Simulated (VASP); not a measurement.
Ni: single point with RPBE

Crystal: Ni.

```
Ni
1.0
     0.00000    1.77576    1.77576
     1.77576    0.00000    1.77576
     1.77576    1.77576    0.00000
Ni
1
Direct
  0.00000 0.00000 0.00000
```

| Property | Result |
| --- | --- |
| Program | VASP 6.6.1 |
| Task | single point |
| Functional | RPBE |
| Potentials or basis | VASP PAW PBE potentials, release 64 (Ni) |
| Cutoff | 520 eV |
| k mesh | 13 × 13 × 13 |
| Occupations | fermi-dirac, width 0.05 eV |
| Spin | collinear spin, ferromagnetic start |
| Starting moments | [1.0] μB |

* Pressure: 0.3 GPa
* Net moment: 0.63 μB per cell
* Site moments: Ni +0.65 μB
* Valence electrons inside the program's atomic spheres: Ni 9.25

Levels at points of the mesh, in eV from the Fermi level:
Spin up:
| k point | band 3 | band 4 | band 5 | band 6 | band 7 | band 8 |
| --- | --- | --- | --- | --- | --- | --- |
| (0.00, 0.00, 0.00) | -2.38 | -2.38 | -1.25 | -1.25 | 23.43 | 27.13 |
Spin down:
```
           k point  band 3  band 4  band 5  band 6  band 7  band 8
(0.00, 0.00, 0.00)   -1.60   -1.60   -0.66   -0.66   23.22   27.09
```

Run time: 14 s on 1 thread of Intel(R) Xeon(R) 6975P-C (Granite Rapids) (shared host), peak memory 0.13 GiB.

Caveat: the PAW data sets were made with another functional, which shifts forces and pressure a little.
